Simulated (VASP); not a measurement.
# CrI (P6/mmm) in VASP: a series of runs

CrI is run at these levels: PBE; tasks: single point, relaxation of cell and atoms.

Everything below comes from runs of VASP 6.6.1. Logs are shortened: lines on timing, memory, paths and dates and some standing lists are left out, and cuts for length are marked.

**1. The cell of the first run**

The structure is hexagonal, space group P6/mmm (No. 191). Conventional cell: a = 4.559 Å, b = 4.559 Å, c = 5.279 Å, α = 90.00°, β = 90.00°, γ = 120.00°. Within 3.5 Å of Cr (site symmetry 6/mmm) lie 2 I at 2.64 Å. Within 3.5 Å of I (site symmetry 6/mmm) lie 2 Cr at 2.64 Å.

The cell was generated, and may not be a known phase.

**2. Single point, PBE, collinear spin, ferromagnetic start**

INCAR reads:

```
PREC     = Accurate       # precision mode
ENCUT    = 520            # plane-wave cutoff, eV
EDIFF    = 1E-7           # SCF threshold, eV
ISMEAR   = 0              # smearing method
SIGMA    = 0.1            # smearing width, eV
LREAL    = F              # projectors in reciprocal space
LASPH    = T              # aspherical terms in the spheres
NELM     = 150            # most SCF steps
ALGO     = Normal         # electronic algorithm
ISIF     = 2              # what is computed and relaxed
LWAVE    = F              # write WAVECAR
LCHARG   = F              # write CHGCAR
ISPIN    = 2              # spin polarisation
MAGMOM   = 3 0            # initial moments
LORBIT   = 11             # projections on sites
LMAXMIX  = 4              # l up to which the mixer works
GGA      = PE             # functional
NBANDS   = 20             # bands
```

KPOINTS reads:

```
regular mesh
0
Gamma
  9 9 4
```

POSCAR reads:

```
CrI
1.0
    4.5593713293      0.0000000000      0.0000000000
   -2.2796856647      3.9485313965      0.0000000000
    0.0000000000      0.0000000000      5.2789367628
Cr I
1 1
Direct
    0.0000000000      0.0000000000      0.5000000000
    0.0000000000      0.0000000000      0.0000000000
```

Potentials or basis: VASP PAW PBE potentials, release 64 (Cr_pv, I).

On the command line:

```
$ cat potpaw_PBE.64/Cr_pv/POTCAR potpaw_PBE.64/I/POTCAR > POTCAR
$ mpirun -np 1 vasp_std > vasp.out
```

OUTCAR:

```text
PREC = Accurate
   ENCUT = 520
   EDIFF = 1E-7
   ISMEAR = 0
   LREAL = F
   LASPH = T
   NELM = 150
   ISIF = 2
   ISPIN = 2
   LORBIT = 11
   GGA = PE

 ion  position               nearest neighbor table
   1  0.000  0.000  0.500-   2 2.64   2 2.64
   2  0.000  0.000  0.000-   1 2.64   1 2.64

  LATTYP: Found a hexagonal cell.
 ALAT       =     4.5593713293
 C/A-ratio  =     1.1578211954

  Lattice vectors:

 A1 = (   4.5593713293,   0.0000000000,   0.0000000000)
 A2 = (  -2.2796856647,   3.9485313965,   0.0000000000)
 A3 = (   0.0000000000,   0.0000000000,   5.2789367628)

Analysis of symmetry for initial positions (statically):
=====================================================================
 Subroutine PRICEL returns:
 Original cell was already a primitive cell.

 Routine SETGRP: Setting up the symmetry group for a
 hexagonal supercell.

 Subroutine GETGRP returns: Found 24 space group operations
 (whereof 24 operations were pure point group operations)
 out of a pool of 24 trial point group operations.

The static configuration has the point symmetry D_6h.

Analysis of symmetry for dynamics (positions and initial velocities):
=====================================================================
 Subroutine PRICEL returns:
 Original cell was already a primitive cell.

 Routine SETGRP: Setting up the symmetry group for a
 hexagonal supercell.

 Subroutine GETGRP returns: Found 24 space group operations
 (whereof 24 operations were pure point group operations)
 out of a pool of 24 trial point group operations.

The dynamic configuration has the point symmetry D_6h.

Analysis of structural, dynamic, and magnetic symmetry:
=====================================================================
 Subroutine PRICEL returns:
 Original cell was already a primitive cell.

 Routine SETGRP: Setting up the symmetry group for a
 hexagonal supercell.

 Subroutine GETGRP returns: Found 24 space group operations
 (whereof 24 operations were pure point group operations)
 out of a pool of 24 trial point group operations.

The overall configuration has the point symmetry D_6h.

 Subroutine INISYM returns: Found 24 space group operations
 (whereof 24 operations are pure point group operations),
 and found     1 'primitive' translations

----------------------------------------------------------------------------------------

                                     Primitive cell

  volume of cell :      95.0358

  direct lattice vectors                    reciprocal lattice vectors
     4.559371329  0.000000000  0.000000000     0.219328484  0.126629359  0.000000000
    -2.279685665  3.948531396  0.000000000     0.000000000  0.253258718  0.000000000
     0.000000000  0.000000000  5.278936763     0.000000000  0.000000000  0.189432085

  length of vectors
     4.559371329  4.559371329  5.278936763     0.253258718  0.253258718  0.189432085

  position of ions in fractional coordinates (direct lattice)
     0.000000000  0.000000000  0.500000000
     0.000000000  0.000000000  0.000000000

  ion indices of the primitive-cell ions
   primitive index   ion index
                 1           1
                 2           2

----------------------------------------------------------------------------------------

 KPOINTS: regular mesh

Automatic generation of k-mesh.
 Grid dimensions read from file:
 generate k-points for:    9    9    4

 Generating k-lattice:

  Cartesian coordinates                     Fractional coordinates (reciprocal lattice)
     0.024369832  0.014069929  0.000000000     0.111111111  0.000000000  0.000000000
     0.000000000  0.028139858  0.000000000     0.000000000  0.111111111  0.000000000
     0.000000000  0.000000000  0.047358021     0.000000000  0.000000000  0.250000000

  Length of vectors
     0.028139858  0.028139858  0.047358021

  Shift w.r.t. Gamma in fractional coordinates (k-lattice)
     0.000000000  0.000000000  0.000000000

 Subroutine IBZKPT returns following result:
 ===========================================

 Found     36 irreducible k-points:

 Following reciprocal coordinates:
            Coordinates               Weight
  0.000000  0.000000  0.000000      1.000000
  0.111111 -0.000000  0.000000      6.000000
  0.222222 -0.000000  0.000000      6.000000
  0.333333 -0.000000  0.000000      6.000000
  0.444444 -0.000000  0.000000      6.000000
  0.111111  0.111111  0.000000      6.000000
[... 16 lines left out ...]
  0.333333  0.222222  0.250000     24.000000
  0.333333  0.333333  0.250000      4.000000
 [... further k-points ...]
   k-points           NKPTS =     36   k-points in BZ     NKDIM =     36   number of bands    NBANDS=     20
   number of dos      NEDOS =    301   number of ions     NIONS =      2
   total plane-waves  NPLWV =  51840
   dimension x,y,z NGX =    36 NGY =   36 NGZ =   40
   dimension x,y,z NGXF=    72 NGYF=   72 NGZF=   80
   ions per type =               1   1
   NGX,Y,Z   is equivalent  to a cutoff of  13.13, 13.13, 12.60 a.u.
   NGXF,Y,Z  is equivalent  to a cutoff of  26.25, 26.25, 25.19 a.u.
 SYSTEM =  unknown system
   PREC   = accura    normal or accurate (medium, high low for compatibility)
   ISTART =      0    job   : 0-new  1-cont  2-samecut
   ICHARG =      2    charge: 1-file 2-atom 10-const
   ISPIN  =      2    spin polarized calculation?
   LNONCOLLINEAR =      F non collinear calculations
   LSORBIT =      F    spin-orbit coupling
   LASPH  =      T    aspherical Exc in radial PAW
   ENCUT  =  520.0 eV  38.22 Ry    6.18 a.u.   8.48  8.48  9.82*2*pi/ulx,y,z
   NELM   =    150;   NELMIN=  2; NELMDL= -5     # of ELM steps
   EDIFF  = 0.1E-06   stopping-criterion for ELM
   LREAL  =      F    real-space projection
   EDIFFG = 0.1E-05   stopping-criterion for IOM
   NSW    =      0    number of steps for IOM
   IBRION =     -1    ionic relax: 0-MD 1-quasi-New 2-CG
   NFREE  =      0    steps in history (QN), initial steepest desc. (CG)
   ISIF   =      2    stress and relaxation
   ISYM   =      2    0-nonsym 1-usesym 2-fastsym
   POTIM  = 0.5000    time-step for ionic-motion
   TEBEG  =    0.0;   TEEND  =   0.0 temperature during run
   PSTRESS=    0.0 pullay stress
   NELECT =      19.0000    total number of electrons
   NUPDOWN=      -1.0000    fix difference up-down
   EMIN   =  10.00;   EMAX   =-10.00  energy-range for DOS
   EFERMI =   0.00;   METHOD = LEGACY
   ISMEAR =     0;   SIGMA  =   0.10  broadening in eV -4-tet -1-fermi 0-gaus
   EFERMI_NEDOS =   21; number of points for ismear=-14 and -15
   IALGO  =     38    algorithm
   IMIX   =      4    mixing-type and parameters
     AMIX     =   0.40;   BMIX     =  1.00
     AMIX_MAG =   1.60;   BMIX_MAG =  1.00
  volume/ion in A,a.u.               =      47.52       320.67
  Fermi-wavevector in a.u.,A,eV,Ry     =   0.957261  1.808961 12.467679  0.916349
  Thomas-Fermi vector in A             =   2.086263
   LORBIT       =     11    0 simple, 1 ext, 2 COOP (PROOUT), +10 PAW based schemes
   GGA     = PE    functional components
   LHFCALC =     F    Hartree Fock is set to
   AEXX    =    0.0000 exact exchange contribution
   IVDW    =     0    specifies the selected vdW correction
   LEPSILON=     F    determine dielectric tensor
   LRPA    =     F    only Hartree local field effects (RPA)
 spin polarized calculation
 Gauss-broadening in eV      SIGMA  =   0.10
  energy-cutoff  :      520.00
  volume of cell :       95.04
 maximum number of plane-waves:      2588
 NGX is ok and might be reduce to    36
   NGX = 17   NGY = 17   NGZ = 19

 number of electron      19.0000009 magnetization       4.9998295

 Free energy of the ion-electron system (eV)
  ---------------------------------------------------
  ext. energy  EPLUGINS =         0.00000000
  ---------------------------------------------------
  free energy    TOTEN  =        -9.62437873 eV

  energy without entropy =       -9.61972899  energy(sigma->0) =       -9.62205386

 E-fermi :   1.6572     XC(G=0):  -6.9087

 val. band max:        1.6540751735   @ k =   0.1111   0.1111   0.0000
 cond. band min:       1.6980037327   @ k =   0.2222  -0.0000   0.0000
 fundamental gap:      0.0439285592
 Fermi energy:         1.6571833650

 spin component 1

 k-point     1 :       0.0000    0.0000    0.0000
  band No.  band energies     occupation
      1     -41.9703      1.00000
      2     -41.8761      1.00000
      3     -41.8761      1.00000
      4     -11.5986      1.00000
      5      -2.3277      1.00000
      6      -0.4018      1.00000
[... 12 lines left out ...]
     19       8.8261      0.00000
     20       9.1029      0.00000

 k-point     2 :       0.1111   -0.0000    0.0000
  band No.  band energies     occupation
      1     -41.9703      1.00000
      2     -41.8762      1.00000
      3     -41.8761      1.00000
      4     -11.5811      1.00000
      5      -2.3010      1.00000
      6      -0.7282      1.00000
[... 498 lines left out ...]
 k-point    24 :       0.3333    0.3333    0.2500
  band No.  band energies     occupation
      1     -41.9699      1.00000
      2     -41.8764      1.00000
      3     -41.8764      1.00000
      4     -11.3391      1.00000
      5      -2.9396      1.00000
      6      -1.6173      1.00000
[... 12 lines left out ...]
     19      10.6185      0.00000
     20      10.6185      0.00000

 [... further k-points ...]

 spin component 2

 k-point     1 :       0.0000    0.0000    0.0000
  band No.  band energies     occupation
      1     -37.9611      1.00000
      2     -37.7036      1.00000
      3     -37.7036      1.00000
      4     -11.5439      1.00000
      5      -2.1220      1.00000
      6      -0.3148      1.00000
[... 12 lines left out ...]
     19      10.7838      0.00000
     20      10.7843      0.00000

 k-point     2 :       0.1111   -0.0000    0.0000
  band No.  band energies     occupation
      1     -37.9611      1.00000
      2     -37.7037      1.00000
      3     -37.7037      1.00000
      4     -11.5264      1.00000
      5      -2.0950      1.00000
      6      -0.5534      1.00000
[... 498 lines left out ...]
 k-point    24 :       0.3333    0.3333    0.2500
  band No.  band energies     occupation
      1     -37.9607      1.00000
      2     -37.7040      1.00000
      3     -37.7040      1.00000
      4     -11.2983      1.00000
      5      -2.4575      1.00000
      6      -1.3916      1.00000
[... 12 lines left out ...]
     19      11.3873      0.00000
     20      11.4117      0.00000

 [... further k-points ...]
[... 5 lines left out ...]
  --------------------------------------------------------------------------------------
  -------------------------------------------------------------------------------------
  Total        0.0724436      0.0724436      0.0295992     -0.0000000     -0.0000000      0.0000000
  in kB        1.2213032      1.2213032      0.4990031     -0.0000000     -0.0000000      0.0000000
  external PRESSURE =       0.9805365 kB  Pullay stress =       0.0000000 kB

 VOLUME and BASIS-vectors are now :
 -----------------------------------------------------------------------------
  energy-cutoff  :      520.00
  volume of cell :       95.04
      direct lattice vectors                 reciprocal lattice vectors
     4.559371329  0.000000000  0.000000000     0.219328484  0.126629359  0.000000000
    -2.279685665  3.948531396  0.000000000     0.000000000  0.253258718  0.000000000
     0.000000000  0.000000000  5.278936763     0.000000000  0.000000000  0.189432085

 POSITION                                       TOTAL-FORCE (eV/Angst)
 -----------------------------------------------------------------------------------
      0.00000      0.00000      2.63947        -0.000000      0.000000      0.000000
      0.00000      0.00000      0.00000         0.000000      0.000000      0.000000
 -----------------------------------------------------------------------------------
    total drift:                                0.000000     -0.000000     -0.000000

  FREE ENERGIE OF THE ION-ELECTRON SYSTEM (eV)
  ---------------------------------------------------
  free  energy   TOTEN  =        -9.6243787327 eV

  energy  without entropy=       -9.6197289945  energy(sigma->0) =       -9.62205386

 total charge

# of ion       s       p       d       tot
------------------------------------------
    1        0.193   6.071   4.280  10.544
    2        1.489   2.833   0.020   4.342
--------------------------------------------------
tot          1.682   8.904   4.300  14.886

 magnetization (x)

# of ion       s       p       d       tot
------------------------------------------
    1        0.092   0.019   4.099   4.211
    2       -0.002  -0.022   0.017  -0.007
--------------------------------------------------
tot          0.090  -0.003   4.116   4.203
```

It took 2 min on 1 thread of Intel Xeon Platinum 8259CL at 2.50GHz (Skylake/Cascade Lake), shared host; peak memory 0.32 GiB.

Results:

* Free energy: -9.6244 eV
* Pressure: 0.1 GPa
* Band gap on the k mesh: zero (filled and empty bands overlap)
* Net moment: 5.00 μB per cell
* Site moments: Cr +4.21; I -0.01 μB
* Valence electrons inside the program's atomic spheres: Cr 10.54; I 4.34

Caveat: an empty level that is flat over the whole mesh can mark a ghost state of the potentials, or a narrow d or f band; spin-orbit coupling is left out, which moves the levels of the heavy elements; semilocal functionals often make such compounds metallic where correlation or magnetic order opens a gap, which also shifts bond lengths.

**3. Relaxation of cell and atoms, PBE, collinear spin, ferromagnetic start**

This run uses another cell than the first one, of 17.84 Å³/atom.

INCAR reads:

```
PREC = Accurate
ENCUT = 600
EDIFF = 1E-6
ISMEAR = 0
SIGMA = 0.1
LREAL = F
LASPH = T
NELM = 150
ALGO = Normal
ISIF = 3
LWAVE = F
LCHARG = F
ISPIN = 2
MAGMOM = 3 0
LORBIT = 11
LMAXMIX = 4
GGA = PE
IBRION = 2
NSW = 90
EDIFFG = -0.04
```

KPOINTS reads:

```
Automatic mesh
0
Gamma
  9 9 4
```

POSCAR reads:

```
CrI
1.0
    2.5295302400      0.0000000000      0.0000000000
   -1.2647651200      2.1906374500      0.0000000000
    0.0000000000      0.0000000000      6.4393399100
Cr I
1 1
Direct
    0.0000000000      0.0000000000      0.5000000000
    0.0000000000      0.0000000000      0.0000000000
```

Potentials or basis: VASP PAW PBE potentials, release 64 (Cr_pv, I).

On the command line:

```
$ cat potpaw_PBE.64/Cr_pv/POTCAR potpaw_PBE.64/I/POTCAR > POTCAR
$ mpirun -np 1 vasp_std > vasp.out
```

Run time: 6.6 min. Hardware: 1 thread of Intel Xeon Platinum 8259CL at 2.50GHz (Skylake/Cascade Lake), shared host; peak memory 0.21 GiB.

The run converged. Its results:

- Free energy: -9.4191 eV
- Relaxed volume: 35.69 Å³/atom
- Relaxed cell: a = 3.945 Å, b = 3.945 Å, c = 5.296 Å, α = 90.00°, β = 90.00°, γ = 120.00°
- Space group after relaxing (to 0.1 Å): P6/mmm (No. 191)
- Energy gained by relaxing: 2861.8 meV/atom
- Ionic steps: 11
- Pressure after relaxing: -0.1 GPa
- Net moment: 4.96 μB per cell
- Site moments: Cr +4.16; I -0.01 μB
- Valence electrons inside the program's atomic spheres: Cr 10.52; I 4.34

The path:
```tsv
step	energy change (eV)	largest force (eV/Å)	pressure (GPa)	volume (Å³)
1	0.0000	0.0000	63.72	35.68
2	-5.0160	0.0000	-4.21	81.08
3	-4.9197	0.0000	-0.15	60.65
4	-5.0164	0.0000	-3.74	77.86
5	-5.6485	0.0000	-0.61	69.68
6	-5.6999	0.0000	1.33	67.57
7	-5.6997	0.0000	1.55	67.36
8	-5.7179	0.0000	0.94	69.84
9	-5.7180	0.0000	0.91	69.98
10	-5.7192	0.0000	-0.77	72.63
11	-5.7235	0.0000	-0.08	71.37
```

Final structure:
```
CELL_PARAMETERS angstrom
3.94474 0.00000 0.00000
-1.97237 3.41624 0.00000
0.00000 0.00000 5.29623
ATOMIC_POSITIONS crystal
Cr 0.00000 0.00000 0.50000
I 0.00000 0.00000 0.00000
```

Levels at points of the mesh, in eV from the Fermi level:
Spin up:
| k point | band 8 | band 9 | band 10 | band 11 | band 12 | band 13 | band 14 | band 15 |
| --- | --- | --- | --- | --- | --- | --- | --- | --- |
| (0.00, 0.00, 0.00) | -1.09 | -1.04 | -1.04 | -0.98 | -0.98 | -0.41 | 5.77 | 6.76 |
| (0.00, 0.00, 0.50) | -1.95 | -1.08 | -1.08 | 0.31 | 0.31 | 3.91 | 4.18 | 5.91 |
Spin down:
| k point | band 3 | band 4 | band 5 | band 6 | band 7 | band 8 | band 9 | band 10 | band 11 | band 12 |
| --- | --- | --- | --- | --- | --- | --- | --- | --- | --- | --- |
| (0.00, 0.00, 0.00) | -39.60 | -13.39 | -4.05 | -0.92 | -0.92 | -0.46 | 2.30 | 2.52 | 2.52 | 2.63 |
| (0.00, 0.00, 0.50) | -39.60 | -13.25 | -5.27 | -1.14 | -1.14 | 0.42 | 2.66 | 2.66 | 3.27 | 3.27 |

Caveat: the volume moved by over 15 % at a fixed basis, so the end points are rough; spin-orbit coupling is left out, which moves the levels of the heavy elements; semilocal functionals often make such compounds metallic where correlation or magnetic order opens a gap, which also shifts bond lengths.

The gap in the log of VASP goes by the Fermi energy; the results here count the filled bands.